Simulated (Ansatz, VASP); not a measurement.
## KI: VASP beside Ansatz

```
K I
1.0
     0.00000    3.54457    3.54457
     3.54457    0.00000    3.54457
     3.54457    3.54457    0.00000
K I
1 1
Direct
  0.00000 0.00000 0.00000
  0.50000 0.50000 0.50000
```

Alike in both runs: task single point; functional PBEsol; k mesh 4 × 4 × 4; no spin polarisation.

|  | VASP | Ansatz |
| --- | --- | --- |
| version | VASP 6.6.1 | Ansatz 0.2.0 |
| potentials or method | VASP PAW PBE potentials, release 64 (K_sv, I) | plane waves, PAW |
| plane-wave cutoff (eV) | 520 | 420 |
| occupations | gaussian, width 0.01 eV | fixed |
| valence electrons in the cell | 16 | 26 |

Ansatz gave:

- gap on the k mesh at the Fermi level (eV): 3.80
- pressure (GPa): -0.4

**Question.** Which values does VASP return?

**Answer.** gap on the k mesh at the Fermi level (eV): 3.79; pressure (GPa): -0.4.

VASP's potentials were made for PBE, not for PBEsol. VASP's potentials hold 16 valence electrons a cell and Ansatz's 26, so a difference there can come from the potentials and not from the codes.

Spin-orbit coupling is off throughout.
